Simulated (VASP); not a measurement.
Set up this calculation in VASP 6.6.1, as the native input.

| Quantity | Value |
| --- | --- |
| Task | single point |
| Functional | LDA |
| Potentials or basis | VASP PAW LDA potentials, release 64 (C) |
| Cutoff | 520 eV |
| k mesh | 12 × 12 × 12 |
| Occupations | gaussian, width 0.05 eV |
| Spin | no spin polarisation |
| Dipole correction | no |
| Further INCAR settings | ALGO = Normal; EDIFF = 1e-06; NBANDS = 11 |

The structure of C lies in POSCAR:

```
C
1.0
    0.0000000000      1.7966710835      1.7039681529
    1.7966710835      0.0000000000      1.7039681529
    1.7966710835      1.7966710835      0.0000000000
C
2
Direct
    0.5000000000      0.5000000000      0.5000000000
    0.7500000000      0.7500000000      0.7500000000
```

This cell differs from its parent crystal: strain +e along x and -e along y +0.0000, strain +e along z and -e/2 along x and y -0.0350.

One way to write it, as run:

INCAR

```
PREC = Accurate
ENCUT = 520
EDIFF = 1E-6
ISMEAR = 0
SIGMA = 0.05
LREAL = F
LASPH = T
NELM = 60
ALGO = Normal
ISIF = 2
LWAVE = F
LCHARG = F
NBANDS = 11
```

KPOINTS

```
Automatic mesh
0
Gamma
  12 12 12
```

Potentials or basis: VASP PAW LDA potentials, release 64 (C).

Run with:

```bash
$ cat potpaw_LDA.64/C/POTCAR > POTCAR
$ mpirun -np 1 vasp_std > vasp.out
```

It gave:

| Property | Result |
| --- | --- |
| Pressure | 2.2 GPa |
| Band gap on the k mesh | 2.87 eV, indirect (least direct gap 4.71 eV) |

Caveat: the cell differs from its parent crystal (strain +e along x and -e along y +0.0000, strain +e along z and -e/2 along x and y -0.0350).

Wall time 26 s on 1 thread of Intel Xeon 8259CL, with other jobs on the host, peak memory 0.12 GiB.
